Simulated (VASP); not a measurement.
Write the native input for VASP 6.6.1 that does the following.

| Quantity | Value |
| --- | --- |
| Task | single point |
| Functional | r2SCAN |
| Dispersion | D3(BJ) |
| Potentials or basis | VASP PAW PBE potentials, release 64 (Li_sv, Se) |
| Cutoff | 830 eV |
| k mesh | 8 × 8 × 8 |
| Occupations | gaussian, width 0.05 eV |
| Spin | no spin polarisation |
| Dipole correction | no |
| Further INCAR settings | ALGO = Normal; EDIFF = 1e-06; NBANDS = 13 |

Li2Se:

```
Li Se
1.0
     0.00000    2.96873    2.96873
     2.96873    0.00000    2.96873
     2.96873    2.96873    0.00000
Li Se
2 1
Direct
  0.25000 0.25000 0.25000
  0.75000 0.75000 0.75000
  0.00000 0.00000 0.00000
```

The input as run:

POSCAR

```
Li2Se
1.0
    0.0000000000      2.9687250677      2.9687250677
    2.9687250677      0.0000000000      2.9687250677
    2.9687250677      2.9687250677      0.0000000000
Li Se
2 1
Direct
    0.2500000000      0.2500000000      0.2500000000
    0.7500000000      0.7500000000      0.7500000000
    0.0000000000      0.0000000000      0.0000000000
```

INCAR.step1

```
SYSTEM = Li2Se
PREC = Accurate ; ENCUT = 830
ISMEAR = 0 ; SIGMA = 0.05
LREAL = .False. ; LASPH = .True.
NELM = 120 ; NBANDS = 13
GGA = PE ; ALGO = Normal
EDIFF = 1E-5 ; LWAVE = .True.
LCHARG = .False. ; GGA_COMPAT = .False.
```

INCAR.step2

```
SYSTEM = Li2Se
PREC = Accurate ; ENCUT = 830
EDIFF = 1E-6 ; ISMEAR = 0
SIGMA = 0.05 ; LREAL = .False.
LASPH = .True. ; NELM = 120
ALGO = Normal ; ISIF = 2
LWAVE = .False. ; LCHARG = .False.
METAGGA = R2SCAN ; LMIXTAU = .True.
IVDW = 12 ; VDW_S6 = 1.0
VDW_S8 = 0.78981345 ; VDW_A1 = 0.49484001
VDW_A2 = 5.73083694 ; NBANDS = 13
ISTART = 1 ; GGA_COMPAT = .False.
```

KPOINTS

```
Automatic mesh
0
Gamma
  8 8 8
  0 0 0
```

Potentials or basis: VASP PAW PBE potentials, release 64 (Li_sv, Se).

Launch:

```bash
$ cat potpaw_PBE.64/Li_sv/POTCAR potpaw_PBE.64/Se/POTCAR > POTCAR
$ cp INCAR.step1 INCAR
$ mpirun -np 1 vasp_std > vasp.out
$ cp INCAR.step2 INCAR
$ mpirun -np 1 vasp_std > vasp.out
```

Results of the run:

```json
{"Pressure": "-0.4 GPa", "Band gap on the k mesh": "3.44 eV (least direct gap 4.29 eV)", "Dispersion energy per atom": "-0.130 eV"}
```

Caveat: three body term missing; the PAW data sets were made with another functional, which shifts forces and pressure a little.

Wall time 110 s on 1 thread of Intel(R) Xeon(R) Platinum 8488C (Sapphire Rapids), on a shared host, peak memory 0.28 GiB.
